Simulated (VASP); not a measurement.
A run of VASP 6.6.1:

Contents of INCAR:

```
SYSTEM = TiC
PREC = Accurate
ENCUT = 520
EDIFF = 1E-6
ISMEAR = -1
SIGMA = 0.05
LREAL = .False.
LASPH = .True.
NELM = 60
ALGO = Normal
ISIF = 2
LWAVE = .False.
LCHARG = .False.
GGA = PS
NBANDS = 15
```

File KPOINTS:

```
regular mesh
0
Gamma
  9 9 9
  0 0 0
```

File POSCAR:

```
TiC
1.0
    0.0000000000      2.1657188437      2.1440616553
    2.1657188437      0.0000000000      2.1440616553
    2.1657188437      2.1657188437      0.0000000000
Ti C
1 1
Direct
    0.0000000000      0.0000000000      0.0000000000
    0.5000000000      0.5000000000      0.5000000000
```

Potentials or basis: VASP PAW PBE potentials, release 64 (Ti_sv, C).

Launch:

```sh
$ cat potpaw_PBE.64/Ti_sv/POTCAR potpaw_PBE.64/C/POTCAR > POTCAR
$ mpirun -np 1 vasp_std > vasp.out
```

Hardware: 1 thread of Intel(R) Xeon(R) 6975P-C (Granite Rapids) (shared host).

How long does it take, and how much memory?

It took 8.6 s on 1 thread of Intel(R) Xeon(R) 6975P-C (Granite Rapids), with other jobs on the host, peak memory 0.15 GiB. Counts: scf iterations 14, k points 75.
